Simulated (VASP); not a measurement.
Input of a VASP 6.6.1 run:

Contents of INCAR:

```
ALGO = Normal
EDIFF = 1E-6
ENCUT = 500
GGA = LIBXC
GGA_COMPAT = False
ISIF = 2
ISMEAR = 0
LASPH = True
LCHARG = True
LELF = True
LIBXC1 = GGA_X_PBE
LIBXC2 = GGA_C_PBE_SOL
LREAL = False
LVHAR = True
LWAVE = False
NBANDS = 13
NELM = 120
PREC = Accurate
SIGMA = 0.01
```

Contents of KPOINTS:

```
k-points
0
Gamma
  9 9 9
```

Contents of POSCAR:

```
Pb
1.0
   -1.9927702770      1.9927702770      1.9927702770
    1.9927702770     -1.9927702770      1.9927702770
    1.9927702770      1.9927702770     -1.9927702770
Pb
1
Direct
    0.0000000000      0.0000000000      0.0000000000
```

Potentials or basis: VASP PAW PBE potentials, release 64 (Pb_d).

Command:

```sh
$ cat potpaw_PBE.64/Pb_d/POTCAR > POTCAR
$ mpirun -np 1 vasp_std > vasp.out
```

**Question.** Predict the band gap on the k mesh.

**Answer.** Zero (bands 7 and 8 overlap by 9.10 eV).

**Question.** What does it give for the pressure?

**Answer.** 0.4 GPa.

Caveat: the PAW data sets were made with another functional, which shifts forces and pressure a little; spin-orbit coupling is left out, which moves the levels of the heavy elements.
